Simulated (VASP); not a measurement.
A run of VASP 6.6.1:

INCAR

```
SYSTEM = P
  PREC = Accurate
  ENCUT = 520
  EDIFF = 1E-6
  ISMEAR = -1
  SIGMA = 0.05
  LREAL = .False.
  LASPH = .True.
  NELM = 100
  ALGO = Normal
  ISIF = 2
  LWAVE = .False.
  LCHARG = .False.
  GGA = PS
  NBANDS = 12
```

Contents of KPOINTS:

```
Automatic mesh
0
Gamma
  9 9 9
  0 0 0
```

POSCAR

```
P
1.0
    1.7024017084      0.9828820846      3.0873818539
   -1.7024017084      0.9828820846      3.0873818539
    0.0000000000     -1.9657641692      3.0873818539
P
2
Direct
    0.7729197500      0.7729197500      0.7729197500
    0.2270802500      0.2270802500      0.2270802500
```

Potentials or basis: VASP PAW PBE potentials, release 64 (P).

The run is started by

```sh
$ cat potpaw_PBE.64/P/POTCAR > POTCAR
$ mpirun -np 1 vasp_std > vasp.out
```

Hardware: 1 thread of Intel(R) Xeon(R) 6975P-C (Granite Rapids) (shared host).

Question: Estimate the wall time of this run.

Answer: It took 15 s on 1 thread of Intel(R) Xeon(R) 6975P-C (Granite Rapids) (shared host), peak memory 0.15 GiB. Counts: scf iterations 11, k points 85.
